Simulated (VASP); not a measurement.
MoPt3, 4 atoms in the cell. Symmetry: Pm-3m, No. 221, cubic system. The conventional cell has a = 3.926 Å, b = 3.926 Å, c = 3.926 Å, α = 90.00°, β = 90.00°, γ = 90.00°. Within 3.7 Å of Mo (site symmetry m-3m) lie 12 Pt at 2.78 Å. Pt (site symmetry 4/mmm) has 4 Mo at 2.78 Å and 8 Pt at 2.78 Å within 3.7 Å. 

| Quantity | Value |
| --- | --- |
| Program | VASP 6.6.1 |
| Task | single point |
| Functional | PBEsol |
| Potentials or basis | VASP PAW PBE potentials, release 64 (Mo_sv, Pt) |
| Cutoff | 520 eV |
| k mesh | 10 × 10 × 10 |
| Occupations | gaussian, width 0.1 eV |
| Spin | no spin polarisation |
| Dipole correction | no |
| Further INCAR settings | ALGO = Normal; EDIFF = 1e-06; NBANDS = 30 |

Potentials or basis: VASP PAW PBE potentials, release 64 (Mo_sv, Pt).

Run with:

```sh
$ cat potpaw_PBE.64/Mo_sv/POTCAR potpaw_PBE.64/Pt/POTCAR > POTCAR
$ mpirun -np 1 vasp_std > vasp.out
```

Hardware: 1 thread of Intel(R) Xeon(R) Platinum 8259CL CPU @ 2.50GHz (Skylake/Cascade Lake) (shared host).

Q: Estimate the wall time of this run.

A: It took 90 s on 1 thread of Intel(R) Xeon(R) Platinum 8259CL CPU @ 2.50GHz (Skylake/Cascade Lake), with other jobs on the host, peak memory 0.23 GiB. Counts: scf iterations 13, k points 56.
